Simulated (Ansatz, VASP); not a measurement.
**B in VASP and in Ansatz**

```
B
1.0
    -2.64087    2.82632    0.80199
     2.82632   -2.64087    0.80199
     1.99941    1.99941   -0.46234
B
2
Direct
  0.06970 0.93030 0.00000
  0.68030 0.31970 0.50000
```

Alike in both runs: task single point; functional PBE; k mesh 19 × 19 × 11; occupations fermi-dirac, width 0.1 eV; non-collinear spin, spin-orbit coupling.

```csv
,VASP,Ansatz
version,VASP 6.6.1,Ansatz 0.2.0
potentials or method,"VASP PAW PBE potentials, release 64 (B), cutoff 520 eV","plane waves (420 eV) with PAW, fully relativistic with spin-orbit coupling"
valence electrons in the cell,6,6
```

```csv
,VASP,Ansatz,Ansatz less VASP
net moment per atom (μB),0.00,0.00,0.000
```

Ansatz's warnings: structure snapped to symmetry.
